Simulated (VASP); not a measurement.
# CdTe (F-43m) in VASP: single point with PBEsol

Aim: the single point of CdTe with PBEsol.

Program: VASP 6.6.1. These are calculated values, not measurements. Logs are shortened: lines on timing, memory, paths and dates and some standing lists are left out, and cuts for length are marked.

### Step 1. The cell of the first run

Symmetry: F-43m, No. 216, cubic system. The conventional cell has a = 6.489 Å, b = 6.489 Å, c = 6.489 Å, α = 90.00°, β = 90.00°, γ = 90.00°. Within 3.7 Å of Cd (site symmetry -43m) lie 4 Te at 2.81 Å. Within 3.7 Å of Te (site symmetry -43m) lie 4 Cd at 2.81 Å.

### Step 2. Single point, PBEsol

INCAR

```
SYSTEM = CdTe
PREC = Accurate
ENCUT = 520
EDIFF = 1E-7
ISMEAR = 0
SIGMA = 0.05
LREAL = .False.
LASPH = .True.
NELM = 60
ALGO = Normal
ISIF = 2
LWAVE = .False.
LCHARG = .False.
GGA = PS
NBANDS = 16
```

KPOINTS

```
Automatic mesh
0
Gamma
  10 10 10
  0 0 0
```

POSCAR

```
CdTe
1.0
    0.0000000000      3.2445360511      3.2445360511
    3.2445360511      0.0000000000      3.2445360511
    3.2445360511      3.2445360511      0.0000000000
Cd Te
1 1
Direct
    0.0000000000      0.0000000000      0.0000000000
    0.2500000000      0.2500000000      0.2500000000
```

Potentials or basis: VASP PAW PBE potentials, release 64 (Cd, Te).

Run with:

```bash
$ cat potpaw_PBE.64/Cd/POTCAR potpaw_PBE.64/Te/POTCAR > POTCAR
$ mpirun -np 1 vasp_std > vasp.out
```

OUTCAR:

```text
SYSTEM = CdTe
   PREC = Accurate
   ENCUT = 520
   EDIFF = 1E-7
   ISMEAR = 0
   LREAL = .False.
   LASPH = .True.
   NELM = 60
   ISIF = 2
   GGA = PS

 ion  position               nearest neighbor table
   1  0.000  0.000  0.000-   2 2.81   2 2.81   2 2.81   2 2.81
   2  0.250  0.250  0.250-   1 2.81   1 2.81   1 2.81   1 2.81

  LATTYP: Found a face centered cubic cell.
 ALAT       =     6.4890721022

  Lattice vectors:

 A1 = (   0.0000000000,   3.2445360511,   3.2445360511)
 A2 = (   3.2445360511,   0.0000000000,   3.2445360511)
 A3 = (   3.2445360511,   3.2445360511,   0.0000000000)

Analysis of symmetry for initial positions (statically):
=====================================================================
 Subroutine PRICEL returns:
 Original cell was already a primitive cell.

 Routine SETGRP: Setting up the symmetry group for a
 face centered cubic supercell.

 Subroutine GETGRP returns: Found 24 space group operations
 (whereof 24 operations were pure point group operations)
 out of a pool of 48 trial point group operations.

The static configuration has the point symmetry T_d .

Analysis of symmetry for dynamics (positions and initial velocities):
=====================================================================
 Subroutine PRICEL returns:
 Original cell was already a primitive cell.

 Routine SETGRP: Setting up the symmetry group for a
 face centered cubic supercell.

 Subroutine GETGRP returns: Found 24 space group operations
 (whereof 24 operations were pure point group operations)
 out of a pool of 48 trial point group operations.

The dynamic configuration has the point symmetry T_d .

 Subroutine INISYM returns: Found 24 space group operations
 (whereof 24 operations are pure point group operations),
 and found     1 'primitive' translations

----------------------------------------------------------------------------------------

                                     Primitive cell

  volume of cell :      68.3106

  direct lattice vectors                    reciprocal lattice vectors
     0.000000000  3.244536051  3.244536051    -0.154105238  0.154105238  0.154105238
     3.244536051  0.000000000  3.244536051     0.154105238 -0.154105238  0.154105238
     3.244536051  3.244536051  0.000000000     0.154105238  0.154105238 -0.154105238

  length of vectors
     4.588466887  4.588466887  4.588466887     0.266918102  0.266918102  0.266918102

  position of ions in fractional coordinates (direct lattice)
     0.000000000  0.000000000  0.000000000
     0.250000000  0.250000000  0.250000000

  ion indices of the primitive-cell ions
   primitive index   ion index
                 1           1
                 2           2

----------------------------------------------------------------------------------------

 KPOINTS: Automatic mesh

Automatic generation of k-mesh.
 Grid dimensions read from file:
 generate k-points for:   10   10   10

 Generating k-lattice:

  Cartesian coordinates                     Fractional coordinates (reciprocal lattice)
    -0.015410524  0.015410524  0.015410524     0.100000000  0.000000000  0.000000000
     0.015410524 -0.015410524  0.015410524     0.000000000  0.100000000  0.000000000
     0.015410524  0.015410524 -0.015410524     0.000000000  0.000000000  0.100000000

  Length of vectors
     0.026691810  0.026691810  0.026691810

  Shift w.r.t. Gamma in fractional coordinates (k-lattice)
     0.000000000  0.000000000  0.000000000

 Subroutine IBZKPT returns following result:
 ===========================================

 Found     47 irreducible k-points:

 Following reciprocal coordinates:
            Coordinates               Weight
  0.000000  0.000000  0.000000      1.000000
  0.100000  0.000000  0.000000      8.000000
  0.200000  0.000000  0.000000      8.000000
  0.300000  0.000000  0.000000      8.000000
  0.400000  0.000000  0.000000      8.000000
  0.500000  0.000000  0.000000      4.000000
[... 16 lines left out ...]
  0.300000  0.300000  0.000000      6.000000
  0.400000  0.300000  0.000000     24.000000
 [... further k-points ...]
   k-points           NKPTS =     47   k-points in BZ     NKDIM =     47   number of bands    NBANDS=     16
   number of dos      NEDOS =    301   number of ions     NIONS =      2
   total plane-waves  NPLWV =  46656
   dimension x,y,z NGX =    36 NGY =   36 NGZ =   36
   dimension x,y,z NGXF=    72 NGYF=   72 NGZF=   72
   ions per type =               1   1
   NGX,Y,Z   is equivalent  to a cutoff of  13.04, 13.04, 13.04 a.u.
   NGXF,Y,Z  is equivalent  to a cutoff of  26.09, 26.09, 26.09 a.u.
 SYSTEM =  CdTe
   PREC   = accura    normal or accurate (medium, high low for compatibility)
   ISTART =      0    job   : 0-new  1-cont  2-samecut
   ICHARG =      2    charge: 1-file 2-atom 10-const
   ISPIN  =      1    spin polarized calculation?
   LNONCOLLINEAR =      F non collinear calculations
   LSORBIT =      F    spin-orbit coupling
   LASPH  =      T    aspherical Exc in radial PAW
   ENCUT  =  520.0 eV  38.22 Ry    6.18 a.u.   8.53  8.53  8.53*2*pi/ulx,y,z
   NELM   =     60;   NELMIN=  2; NELMDL= -5     # of ELM steps
   EDIFF  = 0.1E-06   stopping-criterion for ELM
   LREAL  =      F    real-space projection
   EDIFFG = 0.1E-05   stopping-criterion for IOM
   NSW    =      0    number of steps for IOM
   IBRION =     -1    ionic relax: 0-MD 1-quasi-New 2-CG
   NFREE  =      0    steps in history (QN), initial steepest desc. (CG)
   ISIF   =      2    stress and relaxation
   ISYM   =      2    0-nonsym 1-usesym 2-fastsym
   POTIM  = 0.5000    time-step for ionic-motion
   TEBEG  =    0.0;   TEEND  =   0.0 temperature during run
   PSTRESS=    0.0 pullay stress
   NELECT =      18.0000    total number of electrons
   NUPDOWN=      -1.0000    fix difference up-down
   EMIN   =  10.00;   EMAX   =-10.00  energy-range for DOS
   EFERMI =   0.00;   METHOD = LEGACY
   ISMEAR =     0;   SIGMA  =   0.05  broadening in eV -4-tet -1-fermi 0-gaus
   EFERMI_NEDOS =   21; number of points for ismear=-14 and -15
   IALGO  =     38    algorithm
   IMIX   =      4    mixing-type and parameters
     AMIX     =   0.40;   BMIX     =  1.00
     AMIX_MAG =   1.60;   BMIX_MAG =  1.00
  volume/ion in A,a.u.               =      34.16       230.49
  Fermi-wavevector in a.u.,A,eV,Ry     =   1.049550  1.983362 14.987564  1.101555
  Thomas-Fermi vector in A             =   2.184517
   LORBIT       =      0    0 simple, 1 ext, 2 COOP (PROOUT), +10 PAW based schemes
   GGA     = PS    functional components
   LHFCALC =     F    Hartree Fock is set to
   AEXX    =    0.0000 exact exchange contribution
   IVDW    =     0    specifies the selected vdW correction
   LEPSILON=     F    determine dielectric tensor
   LRPA    =     F    only Hartree local field effects (RPA)
 non-spin polarized calculation
 Gauss-broadening in eV      SIGMA  =   0.05
  energy-cutoff  :      520.00
  volume of cell :       68.31
 maximum number of plane-waves:      1855
 NGX is ok and might be reduce to    36
   NGX = 17   NGY = 17   NGZ = 17

 number of electron      17.9999997 magnetization

 Free energy of the ion-electron system (eV)
  ---------------------------------------------------
  ext. energy  EPLUGINS =         0.00000000
  ---------------------------------------------------
  free energy    TOTEN  =        -5.49033478 eV

  energy without entropy =       -5.49033478  energy(sigma->0) =       -5.49033478

 E-fermi :   2.3905     XC(G=0):  -8.7651

 val. band max:        2.1766330102   @ k =   0.0000   0.0000   0.0000
 cond. band min:       2.8280955381   @ k =   0.0000   0.0000   0.0000
 fundamental gap:      0.6514625279
 Fermi energy:         2.3904912432

 k-point     1 :       0.0000    0.0000    0.0000
  band No.  band energies     occupation
      1      -9.0144      2.00000
      2      -6.0652      2.00000
      3      -6.0652      2.00000
      4      -6.0652      2.00000
      5      -5.8029      2.00000
      6      -5.8029      2.00000
[... 8 lines left out ...]
     15      11.5153      0.00000
     16      11.5153      0.00000

 k-point     2 :       0.1000    0.0000    0.0000
  band No.  band energies     occupation
      1      -8.9760      2.00000
      2      -6.0579      2.00000
      3      -6.0579      2.00000
      4      -6.0372      2.00000
      5      -5.8036      2.00000
      6      -5.8036      2.00000
[... 8 lines left out ...]
     15      10.9163      0.00000
     16      10.9163      0.00000

 k-point     3 :       0.2000    0.0000    0.0000
  band No.  band energies     occupation
      1      -8.8749      2.00000
      2      -6.0397      2.00000
      3      -6.0397      2.00000
      4      -5.9451      2.00000
      5      -5.8041      2.00000
      6      -5.8041      2.00000
[... 8 lines left out ...]
     15      10.5274      0.00000
     16      10.5274      0.00000

 k-point     4 :       0.3000    0.0000    0.0000
  band No.  band energies     occupation
      1      -8.7496      2.00000
      2      -6.0198      2.00000
      3      -6.0198      2.00000
      4      -5.8017      2.00000
      5      -5.8017      2.00000
      6      -5.7778      2.00000
[... 8 lines left out ...]
     15      10.7742      0.00000
     16      10.7742      0.00000
[... 324 lines left out ...]
 k-point    22 :      -0.2000    0.2000    0.0000
  band No.  band energies     occupation
      1      -8.7077      2.00000
      2      -6.0098      2.00000
      3      -5.9981      2.00000
      4      -5.8176      2.00000
      5      -5.8134      2.00000
      6      -5.7118      2.00000
[... 8 lines left out ...]
     15      11.6505      0.00000
     16      12.3216      0.00000

 k-point    23 :       0.3000    0.3000    0.0000
  band No.  band energies     occupation
      1      -8.6649      2.00000
      2      -5.9619      2.00000
      3      -5.9619      2.00000
      4      -5.8949      2.00000
      5      -5.7827      2.00000
      6      -5.6953      2.00000
[... 8 lines left out ...]
     15      12.2662      0.00000
     16      13.5407      0.00000

 k-point    24 :       0.4000    0.3000    0.0000
  band No.  band energies     occupation
      1      -8.5876      2.00000
      2      -5.9505      2.00000
      3      -5.9414      2.00000
      4      -5.8823      2.00000
      5      -5.7800      2.00000
      6      -5.5540      2.00000
[... 8 lines left out ...]
     15      12.6697      0.00000
     16      13.7479      0.00000

 [... further k-points ...]
[... 5 lines left out ...]
  --------------------------------------------------------------------------------------
  -------------------------------------------------------------------------------------
  Total        0.0695897      0.0695897      0.0695897     -0.0000000      0.0000000      0.0000000
  in kB        1.6321778      1.6321778      1.6321778     -0.0000000      0.0000000      0.0000000
  external PRESSURE =       1.6321778 kB  Pullay stress =       0.0000000 kB

 VOLUME and BASIS-vectors are now :
 -----------------------------------------------------------------------------
  energy-cutoff  :      520.00
  volume of cell :       68.31
      direct lattice vectors                 reciprocal lattice vectors
     0.000000000  3.244536051  3.244536051    -0.154105238  0.154105238  0.154105238
     3.244536051  0.000000000  3.244536051     0.154105238 -0.154105238  0.154105238
     3.244536051  3.244536051  0.000000000     0.154105238  0.154105238 -0.154105238

 POSITION                                       TOTAL-FORCE (eV/Angst)
 -----------------------------------------------------------------------------------
      0.00000      0.00000      0.00000         0.000000      0.000000      0.000000
      1.62227      1.62227      1.62227        -0.000000     -0.000000     -0.000000
 -----------------------------------------------------------------------------------
    total drift:                               -0.000000     -0.000000     -0.000000

  FREE ENERGIE OF THE ION-ELECTRON SYSTEM (eV)
  ---------------------------------------------------
  free  energy   TOTEN  =        -5.4903347773 eV

  energy  without entropy=       -5.4903347773  energy(sigma->0) =       -5.49033478
```

It took 35 s on 1 thread of Intel Xeon 6975P-C (Granite Rapids), shared host; peak memory 0.23 GiB.

Results:

| Quantity | Value |
| --- | --- |
| Free energy | -5.4903 eV |
| Pressure | 0.2 GPa |
| Band gap on the k mesh | 0.65 eV, direct |

Levels at points of the mesh, in eV from the valence-band top:
```csv
k point,band 5,band 6,band 7,band 8,band 9,band 10,band 11,band 12,band 13,band 14
"(0.00, 0.00, 0.00)",-7.98,-7.98,0.00,0.00,0.00,0.65,4.55,4.55,4.55,7.29
"(0.50, 0.00, 0.00)",-7.97,-7.64,-4.45,-0.78,-0.78,1.73,5.13,5.13,6.93,8.51
"(0.50, 0.50, 0.00)",-7.95,-7.50,-4.33,-1.87,-1.87,2.50,2.60,8.70,9.05,9.05
```

Caveat: the PAW data sets were made with another functional, which shifts forces and pressure a little; spin-orbit coupling is left out, which moves the levels of the heavy elements.
